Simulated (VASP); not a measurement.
Wanted: the native input for a VASP 6.6.1 run.

```
Task                   : single point
Functional             : PBE
Potentials or basis    : VASP PAW PBE potentials, release 64 (Cd_sv_GW)
Cutoff                 : 540 eV
k mesh                 : 6 × 6 × 4
Occupations            : gaussian, width 0.06 eV
Spin                   : no spin polarisation
Hubbard terms          : Cd d U = 8.4 eV
Dipole correction      : no
Second run             : valence_matched
Further INCAR settings : ALGO = Normal; EDIFF = 1e-06; NBANDS = 27
```

The structure of Cd lies in POSCAR:

```
Cd
1.0
    2.9788725081      0.0000000000      0.0000000000
   -1.4894362540      2.5797792666      0.0000000000
    0.0000000000      0.0000000000      5.6176500000
Cd
2
Direct
    0.3333333333      0.6666666667      0.2500000000
    0.6666666667      0.3333333333      0.7500000000
```

The input as run:

INCAR

```
PREC = Accurate
ENCUT = 540
EDIFF = 1E-6
ISMEAR = 0
SIGMA = 0.06
LREAL = F
LASPH = T
NELM = 200
ALGO = Normal
ISIF = 2
LWAVE = F
LCHARG = F
LDAU = T
LDAUTYPE = 2
LDAUL = 2
LDAUU = 8.4
LDAUJ = 0
LDAUPRINT = 1
GGA = PE
NBANDS = 27
GGA_COMPAT = F
```

KPOINTS

```
Automatic mesh
0
Gamma
  6 6 4
```

Potentials or basis: VASP PAW PBE potentials, release 64 (Cd_sv_GW).

Launch:

```sh
$ cat potpaw_PBE.64/Cd_sv_GW/POTCAR > POTCAR
$ mpirun -np 1 vasp_std > vasp.out
```

It gave:

The pressure is 4.7 GPa. The band gap on the k mesh is zero (band 20 reaches 7.46 eV, above the bottom of band 21 at 3.50 eV).

Caveat: the k points lie up to 0.41 Å⁻¹ apart; U without spin polarisation on a metal has little footing; the U is typed as a test and isn't derived for this compound.

It took 13 s on 1 thread of Intel(R) Xeon(R) 6975P-C (Granite Rapids), with other jobs on the host, peak memory 0.18 GiB.
